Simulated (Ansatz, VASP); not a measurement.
**K in VASP and in Ansatz**

The input INCAR:

```
SYSTEM = K
PREC = Accurate
ENCUT = 520
EDIFF = 1E-6
ISMEAR = 0
SIGMA = 0.15
LREAL = .False.
LASPH = .True.
NELM = 60
ALGO = Fast
ISIF = 2
LWAVE = .False.
LCHARG = .False.
GGA = PE
NBANDS = 10
```

File KPOINTS:

```
regular mesh
0
Gamma
  14 14 14
  0 0 0
```

POSCAR

```
K
1.0
   -2.6965400000      2.6965400000      2.6180000000
    2.6965400000     -2.6965400000      2.6180000000
    2.6965400000      2.6965400000     -2.6180000000
K
1
Direct
    0.0000000000      0.0000000000      0.0000000000
```

Input for Ansatz:

```yaml
crystal:
  lattice:
    - [-2.69654, 2.69654, 2.618]
    - [2.69654, -2.69654, 2.618]
    - [2.69654, 2.69654, -2.618]
  atoms:
    - { symbol: K, position: [0.0, 0.0, 0.0] }
basis:
  ecutwfc: 420
kpoints:
  mp_grid: { grid: [14, 14, 14] }
hamiltonian:
  xc: pbe
scf:
  occupations: { method: gaussian, width: 0.15 }
output:
  forces: true
  stress: true
  eigenvalues: true
```

Change from the starting cell: strain +0.030 along x and y, +0.000 along z, atoms carried along.

Alike in both runs: task single point; functional PBE; k mesh 14 × 14 × 14; occupations gaussian, width 0.15 eV; no spin polarisation.

```csv
,VASP,Ansatz
version,VASP 6.6.1,Ansatz 0.2.0
potentials or method,"VASP PAW PBE potentials, release 64 (K_sv), cutoff 520 eV","scalar-relativistic, plane waves, PAW"
valence electrons in the cell,9,9
```

|  | VASP | Ansatz | Ansatz less VASP |
| --- | --- | --- | --- |
| gap on the k mesh at the Fermi level (eV) | none | none | - |
| pressure (GPa) | -0.1 | -0.1 | -0.01 |

A gap of «none» marks a metal or a gap that the smearing closes. The functional is the same, so the differences come from potentials, cutoffs and numerics.
